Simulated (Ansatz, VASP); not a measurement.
## Os: VASP beside Ansatz

```
Os
1.0
     0.00000    1.92535    1.92535
     1.92535    0.00000    1.92535
     1.92535    1.92535    0.00000
Os
1
Cartesian
  0.0000 0.0000 0.0000
```

Change from the starting cell: volume scaled by 0.97.

Alike in both runs: task single point; functional PBE; k mesh 14 × 14 × 14; occupations fermi-dirac, width 0.03 eV; no spin polarisation.

```csv
,VASP,Ansatz
version,VASP 6.6.1,Ansatz 0.2.0
potentials or method,"VASP PAW PBE potentials, release 64 (Os), cutoff 520 eV","all-electron LAPW, scalar-relativistic"
```

|  | VASP | Ansatz | Ansatz less VASP |
| --- | --- | --- | --- |
| pressure (GPa) | 1.8 | 1.9 | +0.08 |

Ansatz ran all-electron here, and VASP with PAW potentials.

Spin-orbit coupling is off throughout.
